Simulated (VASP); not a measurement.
Input of a VASP 6.6.1 run:

Contents of INCAR:

```
SYSTEM = TePb
PREC = Accurate
ENCUT = 500
EDIFF = 1E-6
ISMEAR = 0
SIGMA = 0.01
LREAL = .FALSE.
LASPH = .TRUE.
NELM = 120
ALGO = Normal
ISIF = 2
LWAVE = .FALSE.
LCHARG = .FALSE.
GGA = PS
NBANDS = 17
GGA_COMPAT = .FALSE.
```

KPOINTS

```
regular mesh
0
G
  4 4 4
  0 0 0
```

The input POSCAR:

```
TePb
1.0
    4.5693240000      0.0000000000      0.0000000000
    2.2846620000      3.9571506621      0.0000000000
    2.2846620000      1.3190502207      3.7308374232
Te Pb
1 1
Direct
    0.5000000000      0.5000000000      0.5000000000
    0.0000000000      0.0000000000      0.0000000000
```

Potentials or basis: VASP PAW PBE potentials, release 64 (Te, Pb_d).

Launch:

```bash
$ cat potpaw_PBE.64/Te/POTCAR potpaw_PBE.64/Pb_d/POTCAR > POTCAR
$ mpirun -np 1 vasp_std > vasp.out
```

Task: What does it give for the band gap on the k mesh?

Result: 0.67 eV, direct.

Task: What does it give for the pressure?

Result: -0.4 GPa.

Caveat: the k points lie up to 0.42 Å⁻¹ apart; the PAW data sets were made with another functional, which shifts forces and pressure a little; spin-orbit coupling is left out, which moves the levels of the heavy elements. A k mesh can miss the band edges.
